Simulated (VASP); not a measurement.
Here is a VASP 6.6.1 calculation.

INCAR

```
PREC = Accurate ; ENCUT = 520
EDIFF = 1E-6 ; ISMEAR = 0
SIGMA = 0.05 ; LREAL = F
LASPH = T ; NELM = 100
ALGO = Normal ; ISIF = 2
LWAVE = F ; LCHARG = F
GGA = PE ; IVDW = 12
NBANDS = 35
```

The input KPOINTS:

```
Automatic mesh
0
Gamma
  12 12 4
```

POSCAR

```
WS2
1.0
    3.0280379359      0.0000000000      0.0000000000
   -1.5140189679      2.6223577761      0.0000000000
    0.0000000000      0.0000000000     11.1687164036
W S
2 4
Direct
    0.3333333333      0.6666666667      0.2500000000
    0.6666666667      0.3333333333      0.7500000000
    0.3333333333      0.6666666667      0.6202874207
    0.6666666667      0.3333333333      0.1202874207
    0.3333333333      0.6666666667      0.8797125793
    0.6666666667      0.3333333333      0.3797125793
```

Potentials or basis: VASP PAW PBE potentials, release 64 (W_sv, S).

Launch:

```console
$ cat potpaw_PBE.64/W_sv/POTCAR potpaw_PBE.64/S/POTCAR > POTCAR
$ mpirun -np 1 vasp_std > vasp.out
```

Problem. Estimate the largest force.

Solution. 4.239 eV/Å.

Problem. Predict the band gap on the k mesh.

Solution. 0.44 eV (least direct gap 1.86 eV).

Forces in eV/Å, atoms in the order of the input:
```
W    0.000  0.000  0.000
W    0.000  0.000  0.000
S    0.000  0.000 -4.239
S    0.000  0.000 -4.239
S    0.000  0.000  4.239
S    0.000  0.000  4.239
```

Caveat: the cell differs from its parent crystal (strain -0.040 along x and y, -0.080 along z); spin-orbit coupling is left out, which moves the levels of the heavy elements; forces of over 1 eV/Å act on the atoms, so gaps and moduli don't describe the material at rest. A k mesh can miss the band edges.
